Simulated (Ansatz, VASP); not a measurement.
**O in VASP and in Ansatz**

```
CELL_PARAMETERS angstrom
9.00000 0.00000 0.00000
0.00000 9.50000 0.00000
0.00000 0.00000 10.00000
ATOMIC_POSITIONS crystal
O 0.50000 0.50000 0.44001
O 0.50000 0.50000 0.55999
```

Alike in both runs: functional LDA; k mesh 1 × 1 × 1; occupations fermi-dirac, width 0.02 eV; collinear spin.

Ansatz relaxed the structure, and its values are those at the end. VASP's run is a single point on that final structure, the one shown.

|  | VASP | Ansatz |
| --- | --- | --- |
| version | VASP 6.6.1 | Ansatz 0.2.0 |
| potentials or method | VASP PAW LDA potentials, release 64 (O_h), cutoff 910 eV | plane waves, PAW |
| valence electrons in the cell | 12 | 12 |

|  | VASP | Ansatz | Ansatz less VASP |
| --- | --- | --- | --- |
| rms of the force components (eV/Å) | 0.262 | 0.001 | -0.2609 |
| net moment per atom (μB) | 1.00 | 1.00 | 0.000 |
| size of the moment on the site where the two differ most (μB) | 0.62 | 0.55 | -0.074 |

LDA's correlation is that of Perdew and Zunger in VASP and of Perdew and Wang (1992) in Ansatz. Site moments also hang on the region over which each program counts them. One of these differences is far larger than is usual between the two programs; its cause wasn't traced. Ansatz's warnings: end state compared, stress scf threshold loose.

Noted on VASP's run: the cutoff is short for stress, so the pressure is rough.
